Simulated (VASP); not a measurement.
# TaN (P-6m2) in VASP: a series of runs, part 2 of 2

VASP 6.6.1. Earlier steps stand in the parts before.

### Step 4. Single point, PBE (volume scaled by 1.04)

INCAR

```
SYSTEM = TaN
ALGO = Normal
EDIFF = 1E-6
ENCUT = 520
GGA = PE
ISIF = 2
ISMEAR = -1
LASPH = .True.
LCHARG = .True.
LELF = .True.
LREAL = .False.
LVHAR = .True.
LWAVE = .False.
NBANDS = 15
NELM = 100
PREC = Accurate
SIGMA = 0.02
```

KPOINTS

```
k-points
0
Gamma
  12 12 10
  0 0 0
```

POSCAR

```
TaN
1.0
    2.9766611718      0.0000000000      0.0000000000
   -1.4883305859      2.5778641933      0.0000000000
    0.0000000000      0.0000000000      2.9209385612
Ta N
1 1
Direct
    0.3333333333      0.6666666667      0.5000000000
    0.0000000000      0.0000000000      0.0000000000
```

Potentials or basis: VASP PAW PBE potentials, release 64 (Ta_pv, N).

Command:

```bash
> cat potpaw_PBE.64/Ta_pv/POTCAR potpaw_PBE.64/N/POTCAR > POTCAR
> mpirun -np 1 vasp_std > vasp.out
```

OUTCAR:

```text
SYSTEM = TaN
   EDIFF = 1E-6
   ENCUT = 520
   GGA = PE
   ISIF = 2
   ISMEAR = -1
   LASPH = .True.
   LREAL = .False.
   NELM = 100
   PREC = Accurate

 ion  position               nearest neighbor table
   1  0.333  0.667  0.500-   2 2.26   2 2.26   2 2.26   2 2.26   2 2.26   2 2.26
   2  0.000  0.000  0.000-   1 2.26   1 2.26   1 2.26   1 2.26   1 2.26   1 2.26

  LATTYP: Found a hexagonal cell.
 ALAT       =     2.9766611718
 C/A-ratio  =     0.9812801635

  Lattice vectors:

 A1 = (   2.9766611718,   0.0000000000,   0.0000000000)
 A2 = (  -1.4883305859,   2.5778641933,   0.0000000000)
 A3 = (   0.0000000000,   0.0000000000,   2.9209385612)

Analysis of symmetry for initial positions (statically):
=====================================================================
 Subroutine PRICEL returns:
 Original cell was already a primitive cell.

 Routine SETGRP: Setting up the symmetry group for a
 hexagonal supercell.

 Subroutine GETGRP returns: Found 12 space group operations
 (whereof 12 operations were pure point group operations)
 out of a pool of 24 trial point group operations.

The static configuration has the point symmetry D_3h.

Analysis of symmetry for dynamics (positions and initial velocities):
=====================================================================
 Subroutine PRICEL returns:
 Original cell was already a primitive cell.

 Routine SETGRP: Setting up the symmetry group for a
 hexagonal supercell.

 Subroutine GETGRP returns: Found 12 space group operations
 (whereof 12 operations were pure point group operations)
 out of a pool of 24 trial point group operations.

The dynamic configuration has the point symmetry D_3h.

 Subroutine INISYM returns: Found 12 space group operations
 (whereof 12 operations are pure point group operations),
 and found     1 'primitive' translations

----------------------------------------------------------------------------------------

                                     Primitive cell
[... 120 lines left out ...]
   LEPSILON=     F    determine dielectric tensor
   LRPA    =     F    only Hartree local field effects (RPA)
 non-spin polarized calculation
  energy-cutoff  :      520.00
  volume of cell :       22.41
 maximum number of plane-waves:       634
 NGX is ok and might be reduce to    24
   NGX = 11   NGY = 11   NGZ = 11

 number of electron      16.0000001 magnetization

 Free energy of the ion-electron system (eV)
  ---------------------------------------------------
  ext. energy  EPLUGINS =         0.00000000
  ---------------------------------------------------
  free energy    TOTEN  =       -22.43392935 eV

  energy without entropy =      -22.43383788  energy(sigma->0) =      -22.43388362

 E-fermi :   7.9489     XC(G=0): -13.1315

 val. band max:        7.8553886469   @ k =   0.0000   0.0000   0.4000
 cond. band min:       7.9667545642   @ k =   0.3333   0.3333   0.0000
 fundamental gap:      0.1113659172
 Fermi energy:         7.9488671216

 k-point     1 :       0.0000    0.0000    0.0000
  band No.  band energies     occupation
      1     -27.1158      2.00000
      2     -26.8694      2.00000
      3     -26.8694      2.00000
      4      -9.6357      2.00000
      5       3.4548      2.00000
      6       3.4548      2.00000
      7       3.8154      2.00000
      8       4.9718      2.00000
      9       9.7668      0.00000
     10      11.2539      0.00000
     11      11.2539      0.00000
     12      11.6300      0.00000
     13      11.6300      0.00000
     14      20.6909      0.00000
[... 401 lines left out ...]
      2     -27.0970      2.00000
      3     -27.0150      2.00000
      4      -8.0146      2.00000
      5       0.5230      2.00000
      6       2.9848      2.00000
      7       4.2909      2.00000
      8       5.2480      2.00000
      9      10.3626      0.00000
     10      10.6839      0.00000
     11      12.1429      0.00000
     12      12.6009      0.00000
     13      14.5370      0.00000
     14      20.6020      0.00000
     15      21.0806      0.00000

 [... further k-points ...]

------------------------ aborting loop because EDIFF is reached ----------------------------------------

  FORCE on cell =-STRESS in cart. coord.  units (eV):
  Direction    XX          YY          ZZ          XY          YZ          ZX
  --------------------------------------------------------------------------------------
  -------------------------------------------------------------------------------------
  Total       -1.0604191     -1.0604191     -1.0977936      0.0000000      0.0000000      0.0000000
  in kB      -75.8012293    -75.8012293    -78.4728462      0.0000000      0.0000000      0.0000000
  external PRESSURE =     -76.6917683 kB  Pullay stress =       0.0000000 kB

 VOLUME and BASIS-vectors are now :
 -----------------------------------------------------------------------------
  energy-cutoff  :      520.00
  volume of cell :       22.41
      direct lattice vectors                 reciprocal lattice vectors
     2.976661172  0.000000000  0.000000000     0.335946869  0.193959015  0.000000000
    -1.488330586  2.577864193  0.000000000     0.000000000  0.387918030  0.000000000
     0.000000000  0.000000000  2.920938561     0.000000000  0.000000000  0.342355712

 POSITION                                       TOTAL-FORCE (eV/Angst)
 -----------------------------------------------------------------------------------
     -0.00000      1.71858      1.46047         0.000000      0.000000      0.000000
      0.00000      0.00000      0.00000        -0.000000      0.000000      0.000000
 -----------------------------------------------------------------------------------
    total drift:                                0.000000     -0.000000     -0.000000

  FREE ENERGIE OF THE ION-ELECTRON SYSTEM (eV)
  ---------------------------------------------------
  free  energy   TOTEN  =       -22.4339293457 eV

  energy  without entropy=      -22.4338378846  energy(sigma->0) =      -22.43388362
```

OSZICAR:

```text
N       E                     dE             d eps       ncg     rms          rms(c)
DAV:   1     0.893512624863E+02    0.89351E+02   -0.87763E+03  3428   0.112E+03
DAV:   2    -0.222063183767E+02   -0.11156E+03   -0.10491E+03  4134   0.302E+02
DAV:   3    -0.250050018796E+02   -0.27987E+01   -0.27844E+01  3875   0.445E+01
DAV:   4    -0.250167750359E+02   -0.11773E-01   -0.11770E-01  4477   0.314E+00
DAV:   5    -0.250168492028E+02   -0.74167E-04   -0.74166E-04  3938   0.234E-01    0.217E+01
DAV:   6    -0.225478390618E+02    0.24690E+01   -0.41220E+00  4400   0.237E+01    0.902E+00
DAV:   7    -0.224638921548E+02    0.83947E-01   -0.54563E-01  4022   0.625E+00    0.647E+00
DAV:   8    -0.224424194320E+02    0.21473E-01   -0.18897E-01  4099   0.367E+00    0.159E+00
DAV:   9    -0.224339351541E+02    0.84843E-02   -0.18369E-02  3875   0.113E+00    0.198E-01
DAV:  10    -0.224339845731E+02   -0.49419E-04   -0.11562E-03  4267   0.374E-01    0.101E-01
DAV:  11    -0.224339301268E+02    0.54446E-04   -0.68477E-05  3994   0.850E-02    0.173E-02
DAV:  12    -0.224339293457E+02    0.78109E-06   -0.91809E-06  3973   0.268E-02
   1 F= -.22433929E+02 E0= -.22433884E+02  d E =-.914612E-04
```

It took 18 s on 1 thread of Intel Xeon Platinum 8259CL at 2.50GHz (Skylake/Cascade Lake), shared host; peak memory 0.17 GiB.

Results:

```yaml
Free_energy: -22.4339 eV
Pressure: -7.7 GPa
Band_gap_on_the_k_mesh: zero (band 8 reaches 8.25 eV, above the bottom of band 9 at 7.77 eV)
```

Caveat: spin-orbit coupling is left out, which moves the levels of the heavy elements.

### Step 5. Single point, PBE (volume scaled by 1.03)

INCAR

```
SYSTEM = TaN
PREC = Accurate ; ENCUT = 520
EDIFF = 1E-6 ; ISMEAR = -1
SIGMA = 0.02 ; LREAL = .FALSE.
LASPH = .TRUE. ; NELM = 60
ALGO = Normal ; ISIF = 2
LWAVE = .FALSE. ; LCHARG = .FALSE.
GGA = PE ; NBANDS = 15
```

KPOINTS

```
Automatic mesh
0
G
  12 12 10
  0 0 0
```

POSCAR

```
TaN
1.0
    2.9670898479      0.0000000000      0.0000000000
   -1.4835449240      2.5695751837      0.0000000000
    0.0000000000      0.0000000000      2.9115464110
Ta N
1 1
Direct
    0.3333333333      0.6666666667      0.5000000000
    0.0000000000      0.0000000000      0.0000000000
```

Command:

```bash
> cat potpaw_PBE.64/Ta_pv/POTCAR potpaw_PBE.64/N/POTCAR > POTCAR
> mpirun -np 1 vasp_std > vasp.out
```

It took 19 s on 1 thread of Intel Xeon Platinum 8259CL at 2.50GHz (Skylake/Cascade Lake), shared host; peak memory 0.17 GiB.

The run converged. Its results:

| Item | Value |
| --- | --- |
| Free energy | -22.4421 eV |
| Pressure | -4.7 GPa |
| Band gap on the k mesh | zero (band 8 reaches 8.36 eV, above the bottom of band 9 at 7.87 eV) |

Stress tensor (GPa, compression positive):
```
-4.69  0.00  0.00
 0.00 -4.69  0.00
 0.00  0.00 -4.60
```

Levels at points of the mesh, in eV from the Fermi level:
| k point | band 6 | band 7 | band 8 | band 9 | band 10 | band 11 |
| --- | --- | --- | --- | --- | --- | --- |
| (0.00, 0.00, 0.00) | -4.54 | -4.18 | -2.99 | 1.89 | 3.35 | 3.35 |
| (0.50, 0.00, 0.00) | -5.15 | -3.46 | -3.23 | 2.80 | 3.74 | 4.95 |
| (0.00, 0.00, 0.50) | -3.75 | -3.75 | -0.18 | -0.18 | 2.21 | 3.14 |
| (0.50, 0.00, 0.50) | -6.17 | -5.62 | -0.52 | 3.85 | 5.02 | 5.68 |

Caveat: spin-orbit coupling is left out, which moves the levels of the heavy elements.

### Step 6. Summary

```csv
cell,gap on the mesh (eV),pressure (GPa)
"a = 2.957, b = 2.957, c = 2.902 Å, angles 90.0, 90.0, 120.0°, 2 atoms",none,-1.5
"a = 2.948, b = 2.948, c = 2.893 Å, angles 90.0, 90.0, 120.0°, 2 atoms",none,1.9
"a = 2.977, b = 2.977, c = 2.921 Å, angles 90.0, 90.0, 120.0°, 2 atoms",none,-7.7
"a = 2.967, b = 2.967, c = 2.912 Å, angles 90.0, 90.0, 120.0°, 2 atoms",none,-4.7
```

Alike in all rows: task single point; level PBE; potentials or basis VASP PAW PBE potentials, release 64 (Ta_pv, N); no spin polarisation; k mesh 12 × 12 × 10; cutoff (eV) 520; smearing fermi-dirac 0.02 eV.

Caveats: spin-orbit coupling is left out, which moves the levels of the heavy elements.

Total energies depend on the potentials used, so only differences within one code and one set of settings carry meaning.
